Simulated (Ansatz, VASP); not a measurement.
# ZnS in VASP and in Ansatz

```
Zn S
1.0
     3.78542    0.00000    0.00000
    -1.89271    3.27827    0.00000
     0.00000    0.00000    6.19216
Zn S
2 2
Direct
  0.66667 0.33333 0.50000
  0.33333 0.66667 0.00000
  0.66667 0.33333 0.88500
  0.33333 0.66667 0.38500
```

Alike in both runs: task single point; functional RPBE; dispersion D4; k mesh 8 × 8 × 5; occupations fermi-dirac, width 0.05 eV; no spin polarisation.

|  | VASP | Ansatz |
| --- | --- | --- |
| version | VASP 6.6.1 | Ansatz 0.2.0 |
| potentials or method | VASP PAW PBE potentials, release 64 (Zn, S) | Ansatz PAW |
| plane-wave cutoff (eV) | 520 | 420 |
| valence electrons in the cell | 36 | 36 |

Ansatz gave:

| Item | Value |
| --- | --- |
| gap on the k mesh at the Fermi level (eV) | 2.52 |
| least direct gap on the mesh (eV) | 2.52 |
| pressure (GPa) | 0.5 |
| traceless stress, the component that is largest in VASP (GPa) | -1.76 |
| rms of the force components (eV/Å) | 0.201 |

**Question.** Which values does VASP return?

**Answer.** gap on the k mesh at the Fermi level (eV): 2.52; least direct gap on the mesh (eV): 2.52; pressure (GPa): 0.7; traceless stress, the component that is largest in VASP (GPa): -1.78; rms of the force components (eV/Å): 0.204.

VASP's potentials were made for PBE, not for RPBE. Atom by atom the forces differ by 0.003 eV/Å (rms over components).

Noted on Ansatz's run: odd divisions of the mesh miss points on the zone boundary, where band edges often lie, so the gap on the mesh can be too wide.
